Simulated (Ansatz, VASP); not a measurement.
# Ir: VASP beside Ansatz

```
Ir
1.0
     0.00000    1.91500    1.91500
     1.91500    0.00000    1.91500
     1.91500    1.91500    0.00000
Ir
1
Direct
  0.00000 0.00000 0.00000
```

Alike in both runs: task relaxation of cell and atoms; functional PBE; k mesh 8 × 8 × 8; occupations gaussian, width 0.1 eV; no spin polarisation.

|  | VASP | Ansatz |
| --- | --- | --- |
| version | VASP 6.6.1 | Ansatz 0.2.0 |
| potentials or method | VASP PAW PBE potentials, release 64 (Ir), cutoff 500 eV | scalar-relativistic, plane waves, PAW |
| valence electrons in the cell | 9 | 17 |

Ansatz gave:

```
gap on the k mesh at the Fermi level, each at its own relaxed structure (eV) : none
relaxed volume (Å³/atom)                                                     : 14.56
relaxed cell length with the largest relative difference (Å)                 : 2.741
```

Task: Estimate VASP's values.

Result: gap on the k mesh at the Fermi level, each at its own relaxed structure (eV): none; relaxed volume (Å³/atom): 14.57; relaxed cell length with the largest relative difference (Å): 2.742.

A gap of «none» marks a metal or a gap that the smearing closes. VASP's potentials hold 9 valence electrons a cell and Ansatz's 17, so a difference there can come from the potentials and not from the codes.

Neither program's run includes spin-orbit coupling.
